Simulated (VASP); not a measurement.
# GaN (P6_3mc) in VASP: a series of runs

The runs below take GaN through single point, with PBE.

All numbers are computed with VASP 6.6.1; they aren't measurements. Logs are shortened: lines on timing, memory, paths and dates and some standing lists are left out, and cuts for length are marked.

### 1 The cell of the first run

Symmetry: P6_3mc, No. 186, hexagonal system. The conventional cell has a = 3.263 Å, b = 3.263 Å, c = 5.102 Å, α = 90.00°, β = 90.00°, γ = 120.00°. Within 2.5 Å of Ga (site symmetry 3m) lie 4 N at 1.92 to 1.99 Å. Within 2.5 Å of N (site symmetry 3m) lie 4 Ga at 1.92 to 1.99 Å.

### 2 Single point, PBE

File INCAR:

```
SYSTEM = GaN
  PREC = Accurate
  ENCUT = 520
  EDIFF = 1E-6
  ISMEAR = 0
  SIGMA = 0.05
  LREAL = .False.
  LASPH = .True.
  NELM = 60
  ALGO = Normal
  ISIF = 2
  LWAVE = .False.
  LCHARG = .False.
  GGA = PE
  NBANDS = 26
```

File KPOINTS:

```
regular mesh
0
Gamma
  12 12 6
  0 0 0
```

File POSCAR:

```
GaN
1.0
    3.2625224630      0.0000000000      0.0000000000
   -1.6312612315      2.8254273334      0.0000000000
    0.0000000000      0.0000000000      5.1022672622
Ga N
2 2
Direct
    0.3333333333      0.6666666667      0.9991316875
    0.6666666667      0.3333333333      0.4991316875
    0.3333333333      0.6666666667      0.3758683125
    0.6666666667      0.3333333333      0.8758683125
```

Potentials or basis: VASP PAW PBE potentials, release 64 (Ga_d, N).

Command:

```bash
> cat potpaw_PBE.64/Ga_d/POTCAR potpaw_PBE.64/N/POTCAR > POTCAR
> mpirun -np 1 vasp_std > vasp.out
```

OUTCAR:

```text
SYSTEM = GaN
   PREC = Accurate
   ENCUT = 520
   EDIFF = 1E-6
   ISMEAR = 0
   LREAL = .False.
   LASPH = .True.
   NELM = 60
   ISIF = 2
   GGA = PE

 ion  position               nearest neighbor table
   1  0.333  0.667  0.999-   3 1.92   4 1.99   4 1.99   4 1.99
   2  0.667  0.333  0.499-   4 1.92   3 1.99   3 1.99   3 1.99
   3  0.333  0.667  0.376-   1 1.92   2 1.99   2 1.99   2 1.99
   4  0.667  0.333  0.876-   2 1.92   1 1.99   1 1.99   1 1.99

  LATTYP: Found a hexagonal cell.
 ALAT       =     3.2625224630
 C/A-ratio  =     1.5639025693

  Lattice vectors:

 A1 = (   3.2625224630,   0.0000000000,   0.0000000000)
 A2 = (  -1.6312612315,   2.8254273334,   0.0000000000)
 A3 = (   0.0000000000,   0.0000000000,   5.1022672622)

Analysis of symmetry for initial positions (statically):
=====================================================================
 Subroutine PRICEL returns:
 Original cell was already a primitive cell.

 Routine SETGRP: Setting up the symmetry group for a
 hexagonal supercell.

 Subroutine GETGRP returns: Found 12 space group operations
 (whereof  6 operations were pure point group operations)
 out of a pool of 24 trial point group operations.

The static configuration has the point symmetry C_3v.
 The point group associated with its full space group is C_6v.

Analysis of symmetry for dynamics (positions and initial velocities):
=====================================================================
 Subroutine PRICEL returns:
 Original cell was already a primitive cell.

 Routine SETGRP: Setting up the symmetry group for a
 hexagonal supercell.

 Subroutine GETGRP returns: Found 12 space group operations
 (whereof  6 operations were pure point group operations)
 out of a pool of 24 trial point group operations.

The dynamic configuration has the point symmetry C_3v.
 The point group associated with its full space group is C_6v.

 Subroutine INISYM returns: Found 12 space group operations
 (whereof  6 operations are pure point group operations),
 and found     1 'primitive' translations

----------------------------------------------------------------------------------------

                                     Primitive cell

  volume of cell :      47.0328

[... 83 lines left out ...]
   PREC   = accura    normal or accurate (medium, high low for compatibility)
   ISTART =      0    job   : 0-new  1-cont  2-samecut
   ICHARG =      2    charge: 1-file 2-atom 10-const
   ISPIN  =      1    spin polarized calculation?
   LNONCOLLINEAR =      F non collinear calculations
   LSORBIT =      F    spin-orbit coupling
   LASPH  =      T    aspherical Exc in radial PAW
   ENCUT  =  520.0 eV  38.22 Ry    6.18 a.u.   6.07  6.07  9.49*2*pi/ulx,y,z
   NELM   =     60;   NELMIN=  2; NELMDL= -5     # of ELM steps
   EDIFF  = 0.1E-05   stopping-criterion for ELM
   LREAL  =      F    real-space projection
   EDIFFG = 0.1E-04   stopping-criterion for IOM
   NSW    =      0    number of steps for IOM
   IBRION =     -1    ionic relax: 0-MD 1-quasi-New 2-CG
   NFREE  =      0    steps in history (QN), initial steepest desc. (CG)
   ISIF   =      2    stress and relaxation
   ISYM   =      2    0-nonsym 1-usesym 2-fastsym
   POTIM  = 0.5000    time-step for ionic-motion
   TEBEG  =    0.0;   TEEND  =   0.0 temperature during run
   PSTRESS=    0.0 pullay stress
   NELECT =      36.0000    total number of electrons
   NUPDOWN=      -1.0000    fix difference up-down
   EMIN   =  10.00;   EMAX   =-10.00  energy-range for DOS
   EFERMI =   0.00;   METHOD = LEGACY
   ISMEAR =     0;   SIGMA  =   0.05  broadening in eV -4-tet -1-fermi 0-gaus
   EFERMI_NEDOS =   21; number of points for ismear=-14 and -15
   IALGO  =     38    algorithm
   IMIX   =      4    mixing-type and parameters
     AMIX     =   0.40;   BMIX     =  1.00
     AMIX_MAG =   1.60;   BMIX_MAG =  1.00
  volume/ion in A,a.u.               =      11.76        79.35
  Fermi-wavevector in a.u.,A,eV,Ry     =   1.497529  2.829920 30.512351  2.242595
  Thomas-Fermi vector in A             =   2.609406
   LORBIT       =      0    0 simple, 1 ext, 2 COOP (PROOUT), +10 PAW based schemes
   GGA     = PE    functional components
   LHFCALC =     F    Hartree Fock is set to
   AEXX    =    0.0000 exact exchange contribution
   IVDW    =     0    specifies the selected vdW correction
   LEPSILON=     F    determine dielectric tensor
   LRPA    =     F    only Hartree local field effects (RPA)
 non-spin polarized calculation
 Gauss-broadening in eV      SIGMA  =   0.05
  energy-cutoff  :      520.00
  volume of cell :       47.03
 maximum number of plane-waves:      1296
   NGX = 13   NGY = 13   NGZ = 19

 number of electron      36.0000004 magnetization

 Free energy of the ion-electron system (eV)
  ---------------------------------------------------
  ext. energy  EPLUGINS =         0.00000000
  ---------------------------------------------------
  free energy    TOTEN  =       -24.26959328 eV

  energy without entropy =      -24.26959328  energy(sigma->0) =      -24.26959328

 E-fermi :   5.2501     XC(G=0): -11.5116

 val. band max:        5.0385935488   @ k =   0.0000   0.0000   0.0000
 cond. band min:       6.7543668308   @ k =   0.0000   0.0000   0.0000
 fundamental gap:      1.7157732820
 Fermi energy:         5.2501185360

 k-point     1 :       0.0000    0.0000    0.0000
  band No.  band energies     occupation
      1     -10.7369      2.00000
      2      -9.8868      2.00000
      3      -8.4085      2.00000
      4      -8.3906      2.00000
      5      -8.3906      2.00000
      6      -8.3271      2.00000
[... 685 lines left out ...]
     25      16.2081      0.00000
     26      17.6983      0.00000

 [... further k-points ...]
[... 5 lines left out ...]
  --------------------------------------------------------------------------------------
  -------------------------------------------------------------------------------------
  Total       -1.2864941     -1.2864941      3.0357204      0.0000000     -0.0000000     -0.0000000
  in kB      -43.8245553    -43.8245553    103.4121311      0.0000000     -0.0000000     -0.0000000
  external PRESSURE =       5.2543402 kB  Pullay stress =       0.0000000 kB

 VOLUME and BASIS-vectors are now :
 -----------------------------------------------------------------------------
  energy-cutoff  :      520.00
  volume of cell :       47.03
      direct lattice vectors                 reciprocal lattice vectors
     3.262522463  0.000000000  0.000000000     0.306511300  0.176964381  0.000000000
    -1.631261231  2.825427333  0.000000000     0.000000000  0.353928763  0.000000000
     0.000000000  0.000000000  5.102267262     0.000000000  0.000000000  0.195991301

 POSITION                                       TOTAL-FORCE (eV/Angst)
 -----------------------------------------------------------------------------------
     -0.00000      1.88362      5.09784        -0.000000      0.000000     -0.423263
      1.63126      0.94181      2.54670         0.000000     -0.000000     -0.423263
     -0.00000      1.88362      1.91778        -0.000000      0.000000      0.423263
      1.63126      0.94181      4.46891         0.000000      0.000000      0.423263
 -----------------------------------------------------------------------------------
    total drift:                               -0.000000     -0.000000     -0.000191

  FREE ENERGIE OF THE ION-ELECTRON SYSTEM (eV)
  ---------------------------------------------------
  free  energy   TOTEN  =       -24.2695932823 eV

  energy  without entropy=      -24.2695932823  energy(sigma->0) =      -24.26959328
```

Wall time 2.2 min (1 thread of AMD EPYC 7R13, shared host); peak memory 0.18 GiB.

What came out:

* Free energy: -24.2696 eV
* Pressure: 0.5 GPa
* Largest force: 0.423 eV/Å
* Band gap on the k mesh: 1.72 eV

Forces on the atoms (eV/Å):
```
Ga   0.000  0.000 -0.423
Ga   0.000  0.000 -0.423
N    0.000  0.000  0.423
N    0.000  0.000  0.423
```

Levels at points of the mesh, in eV from the valence-band top:
```tsv
k point	band 16	band 17	band 18	band 19	band 20	band 21
(0.00, 0.00, 0.00)	-0.06	-0.06	0.00	1.72	3.67	9.30
(0.50, 0.00, 0.00)	-2.82	-2.18	-0.93	4.68	5.36	6.22
(0.00, 0.00, 0.50)	-0.65	-0.65	-0.65	3.90	3.90	8.51
(0.50, 0.00, 0.50)	-1.96	-1.73	-1.73	4.35	4.35	7.65
```

Caveat: the stress differs along the axes, from -4 to 10 GPa.

### 3 Single point, PBE

This run uses another cell than the first one, of the same volume but with other edges.

File INCAR:

```
SYSTEM = GaN
ALGO = Normal
EDIFF = 1E-6
ENCUT = 520
GGA = PE
ISIF = 2
ISMEAR = 0
LASPH = .True.
LCHARG = .True.
LELF = .True.
LREAL = .False.
LVHAR = .True.
LWAVE = .False.
NBANDS = 26
NELM = 100
PREC = Accurate
SIGMA = 0.05
```

File KPOINTS:

```
k-points
0
Gamma
  12 12 6
  0 0 0
```

File POSCAR:

```
GaN
1.0
    3.1665096936      0.0000000000      0.0000000000
   -1.5832548468      2.7422778360      0.0000000000
    0.0000000000      0.0000000000      5.4163732060
Ga N
2 2
Direct
    0.3333333333      0.6666666667      0.9991316875
    0.6666666667      0.3333333333      0.4991316875
    0.3333333333      0.6666666667      0.3758683125
    0.6666666667      0.3333333333      0.8758683125
```

Potentials or basis: VASP PAW PBE potentials, release 64 (Ga_d, N).

Command:

```bash
> cat potpaw_PBE.64/Ga_d/POTCAR potpaw_PBE.64/N/POTCAR > POTCAR
> mpirun -np 1 vasp_std > vasp.out
```

OUTCAR:

```text
SYSTEM = GaN
   EDIFF = 1E-6
   ENCUT = 520
   GGA = PE
   ISIF = 2
   ISMEAR = 0
   LASPH = .True.
   LREAL = .False.
   NELM = 100
   PREC = Accurate

 ion  position               nearest neighbor table
   1  0.333  0.667  0.999-   4 1.95   4 1.95   4 1.95   3 2.04
   2  0.667  0.333  0.499-   3 1.95   3 1.95   3 1.95   4 2.04
   3  0.333  0.667  0.376-   2 1.95   2 1.95   2 1.95   1 2.04
   4  0.667  0.333  0.876-   1 1.95   1 1.95   1 1.95   2 2.04

  LATTYP: Found a hexagonal cell.
 ALAT       =     3.1665096936
 C/A-ratio  =     1.7105184352

  Lattice vectors:

 A1 = (   3.1665096936,   0.0000000000,   0.0000000000)
 A2 = (  -1.5832548468,   2.7422778360,   0.0000000000)
 A3 = (   0.0000000000,   0.0000000000,   5.4163732060)

Analysis of symmetry for initial positions (statically):
=====================================================================
 Subroutine PRICEL returns:
 Original cell was already a primitive cell.

 Routine SETGRP: Setting up the symmetry group for a
 hexagonal supercell.

 Subroutine GETGRP returns: Found 12 space group operations
 (whereof  6 operations were pure point group operations)
 out of a pool of 24 trial point group operations.

The static configuration has the point symmetry C_3v.
 The point group associated with its full space group is C_6v.

Analysis of symmetry for dynamics (positions and initial velocities):
=====================================================================
 Subroutine PRICEL returns:
 Original cell was already a primitive cell.

 Routine SETGRP: Setting up the symmetry group for a
 hexagonal supercell.

 Subroutine GETGRP returns: Found 12 space group operations
 (whereof  6 operations were pure point group operations)
 out of a pool of 24 trial point group operations.

The dynamic configuration has the point symmetry C_3v.
[... 116 lines left out ...]
   NUPDOWN=      -1.0000    fix difference up-down
   EMIN   =  10.00;   EMAX   =-10.00  energy-range for DOS
   EFERMI =   0.00;   METHOD = LEGACY
   ISMEAR =     0;   SIGMA  =   0.05  broadening in eV -4-tet -1-fermi 0-gaus
   EFERMI_NEDOS =   21; number of points for ismear=-14 and -15
   IALGO  =     38    algorithm
   IMIX   =      4    mixing-type and parameters
     AMIX     =   0.40;   BMIX     =  1.00
     AMIX_MAG =   1.60;   BMIX_MAG =  1.00
  volume/ion in A,a.u.               =      11.76        79.35
  Fermi-wavevector in a.u.,A,eV,Ry     =   1.497529  2.829920 30.512351  2.242595
  Thomas-Fermi vector in A             =   2.609406
   LORBIT       =      0    0 simple, 1 ext, 2 COOP (PROOUT), +10 PAW based schemes
   GGA     = PE    functional components
   LHFCALC =     F    Hartree Fock is set to
   AEXX    =    0.0000 exact exchange contribution
   IVDW    =     0    specifies the selected vdW correction
   LEPSILON=     F    determine dielectric tensor
   LRPA    =     F    only Hartree local field effects (RPA)
 non-spin polarized calculation
 Gauss-broadening in eV      SIGMA  =   0.05
  energy-cutoff  :      520.00
  volume of cell :       47.03
 maximum number of plane-waves:      1290
 NGX is ok and might be reduce to    24

 number of electron      36.0000021 magnetization

 Free energy of the ion-electron system (eV)
  ---------------------------------------------------
  ext. energy  EPLUGINS =         0.00000000
  ---------------------------------------------------
  free energy    TOTEN  =       -24.24975708 eV

  energy without entropy =      -24.24975708  energy(sigma->0) =      -24.24975708

 E-fermi :   5.3412     XC(G=0): -11.5168

 val. band max:        5.0645149212   @ k =   0.0000   0.0000   0.0000
 cond. band min:       6.6107164026   @ k =   0.0000   0.0000   0.0000
 fundamental gap:      1.5462014813
 Fermi energy:         5.3411964708

 k-point     1 :       0.0000    0.0000    0.0000
  band No.  band energies     occupation
      1     -10.7439      2.00000
      2      -9.9614      2.00000
      3      -8.4153      2.00000
      4      -8.4153      2.00000
      5      -8.4141      2.00000
      6      -8.3679      2.00000
[... 685 lines left out ...]
     25      16.1238      0.00000
     26      17.7119      0.00000

 [... further k-points ...]
[... 5 lines left out ...]
  --------------------------------------------------------------------------------------
  -------------------------------------------------------------------------------------
  Total        1.8062538      1.8062538     -2.9536131      0.0000000     -0.0000000      0.0000000
  in kB       61.5302261     61.5302261   -100.6151401      0.0000000     -0.0000000      0.0000000
  external PRESSURE =       7.4817707 kB  Pullay stress =       0.0000000 kB

 VOLUME and BASIS-vectors are now :
 -----------------------------------------------------------------------------
  energy-cutoff  :      520.00
  volume of cell :       47.03
      direct lattice vectors                 reciprocal lattice vectors
     3.166509694  0.000000000  0.000000000     0.315805128  0.182330176  0.000000000
    -1.583254847  2.742277836  0.000000000     0.000000000  0.364660352  0.000000000
     0.000000000  0.000000000  5.416373206     0.000000000  0.000000000  0.184625387

 POSITION                                       TOTAL-FORCE (eV/Angst)
 -----------------------------------------------------------------------------------
     -0.00000      1.82819      5.41167        -0.000000     -0.000000      0.321252
      1.58325      0.91409      2.70348         0.000000      0.000000      0.321252
     -0.00000      1.82819      2.03584         0.000000      0.000000     -0.321252
      1.58325      0.91409      4.74403         0.000000     -0.000000     -0.321252
 -----------------------------------------------------------------------------------
    total drift:                               -0.000001     -0.000001      0.001383

  FREE ENERGIE OF THE ION-ELECTRON SYSTEM (eV)
  ---------------------------------------------------
  free  energy   TOTEN  =       -24.2497570798 eV

  energy  without entropy=      -24.2497570798  energy(sigma->0) =      -24.24975708
```

OSZICAR:

```text
N       E                     dE             d eps       ncg     rms          rms(c)
DAV:   1     0.276733484933E+03    0.27673E+03   -0.17794E+04  4350   0.257E+03
DAV:   2     0.760763517540E+01   -0.26913E+03   -0.25368E+03  4336   0.482E+02
DAV:   3    -0.269939356420E+02   -0.34602E+02   -0.34119E+02  4674   0.141E+02
DAV:   4    -0.281730600274E+02   -0.11791E+01   -0.11740E+01  4724   0.278E+01
DAV:   5    -0.281972006817E+02   -0.24141E-01   -0.24115E-01  4778   0.385E+00    0.108E+01
DAV:   6    -0.241783669681E+02    0.40188E+01   -0.10410E+01  6528   0.482E+01    0.310E+00
DAV:   7    -0.242685228052E+02   -0.90156E-01   -0.13480E+00  4214   0.906E+00    0.269E+00
DAV:   8    -0.242628048143E+02    0.57180E-02   -0.15727E-01  6494   0.481E+00    0.808E-01
DAV:   9    -0.242492675792E+02    0.13537E-01   -0.44536E-02  6264   0.347E+00    0.375E-01
DAV:  10    -0.242497670864E+02   -0.49951E-03   -0.52770E-03  4168   0.437E-01    0.800E-02
DAV:  11    -0.242497590376E+02    0.80488E-05   -0.26058E-04  6206   0.298E-01    0.470E-02
DAV:  12    -0.242497556551E+02    0.33824E-05   -0.40101E-05  4444   0.511E-02    0.208E-02
DAV:  13    -0.242497564548E+02   -0.79964E-06   -0.11011E-05  5158   0.340E-02    0.901E-03
DAV:  14    -0.242497570798E+02   -0.62506E-06   -0.23987E-06  3664   0.131E-02
   1 F= -.24249757E+02 E0= -.24249757E+02  d E =-.328349E-17
```

stdout:

```text
POSCAR found type information on POSCAR GaN
 POSCAR found :  2 types and       4 ions
 scaLAPACK will be used
 LDA part: xc-table for (Slater+PW92), standard interpolation
 POSCAR, INCAR and KPOINTS ok, starting setup
 FFT: planning ... GRIDC
 FFT: planning ... GRID_SOFT
 FFT: planning ... GRID
 WAVECAR not read
 entering main loop
```

Run time: 2.6 min. Hardware: 1 thread of AMD EPYC 7R13, shared host; peak memory 0.18 GiB.

Results:

```
Free energy            : -24.2498 eV
Pressure               : 0.7 GPa
Largest force          : 0.321 eV/Å
Band gap on the k mesh : 1.55 eV
```

Forces in eV/Å, atoms in the order of the input:
```
Ga   0.000  0.000  0.321
Ga   0.000  0.000  0.321
N    0.000  0.000 -0.321
N    0.000  0.000 -0.321
```

Stress tensor (GPa, compression positive):
```
  6.15   0.00   0.00
  0.00   6.15   0.00
  0.00   0.00 -10.06
```

Levels at points of the mesh, in eV from the valence-band top:
```
           k point  band 16  band 17  band 18  band 19  band 20  band 21
(0.00, 0.00, 0.00)    -0.21     0.00     0.00     1.55     4.45     8.61
(0.50, 0.00, 0.00)    -2.51    -2.13    -1.07     5.24     5.27     5.59
(0.00, 0.00, 0.50)    -0.43    -0.43    -0.43     4.14     4.14     8.03
(0.50, 0.00, 0.50)    -2.02    -1.84    -1.84     4.13     4.13     7.44
```

Caveat: the stress differs along the axes, from -10 to 6 GPa.

### 4 Single point, PBE

This run uses another cell than the first one, of the same volume but with other edges.

File INCAR:

```
SYSTEM = GaN
PREC = Accurate ; ENCUT = 520
EDIFF = 1E-6 ; ISMEAR = 0
SIGMA = 0.05 ; LREAL = .FALSE.
LASPH = .TRUE. ; NELM = 100
ALGO = Normal ; ISIF = 2
LWAVE = .FALSE. ; LCHARG = .TRUE.
GGA = PE ; LELF = .TRUE.
LVHAR = .TRUE. ; NBANDS = 26
```

File KPOINTS:

```
Automatic mesh
0
G
  12 12 6
  0 0 0
```

File POSCAR:

```
GaN
1.0
    3.4669474525      0.0000000000      0.0000000000
   -1.7334737262      3.0024645674      0.0000000000
    0.0000000000      0.0000000000      4.5183066904
Ga N
2 2
Direct
    0.3333333333      0.6666666667      0.9991316875
    0.6666666667      0.3333333333      0.4991316875
    0.3333333333      0.6666666667      0.3758683125
    0.6666666667      0.3333333333      0.8758683125
```

Command:

```bash
> cat potpaw_PBE.64/Ga_d/POTCAR potpaw_PBE.64/N/POTCAR > POTCAR
> mpirun -np 1 vasp_std > vasp.out
```

Run time: 2.6 min. Hardware: 1 thread of AMD EPYC 7R13, shared host; peak memory 0.19 GiB.

It converged, with:

```yaml
Free_energy: -22.4061 eV
Pressure: 14.5 GPa
Largest_force: 4.873 eV/Å
Band_gap_on_the_k_mesh: 1.68 eV
```

Forces in eV/Å, atoms in the order of the input:
```
Ga   0.000  0.000 -4.873
Ga   0.000  0.000 -4.873
N    0.000  0.000  4.873
N    0.000  0.000  4.873
```

Stress tensor (GPa, compression positive):
```
-16.53   0.00   0.00
  0.00 -16.53   0.00
  0.00   0.00  76.62
```

Levels at points of the mesh, in eV from the valence-band top:
```tsv
k point	band 14	band 15	band 16	band 17	band 18	band 19	band 20	band 21	band 22	band 23
(0.00, 0.00, 0.00)	-1.93	-1.93	-0.01	-0.01	0.00	1.68	2.28	8.23	8.23	10.82
(0.50, 0.00, 0.00)	-4.10	-3.99	-3.41	-2.24	-0.38	3.63	5.39	7.41	8.08	9.88
(0.00, 0.00, 0.50)	-3.09	-0.97	-0.97	-0.97	-0.97	3.70	3.70	8.67	8.67	8.67
(0.50, 0.00, 0.50)	-6.38	-2.05	-2.05	-0.93	-0.93	4.51	4.51	8.14	8.14	10.73
```

Caveat: the stress differs along the axes, from -17 to 77 GPa; forces of over 1 eV/Å act on the atoms, so gaps and moduli don't describe the material at rest.

(Continued in part 2 of 2.)

The gap in the log of VASP goes by the Fermi energy; the results here count the filled bands.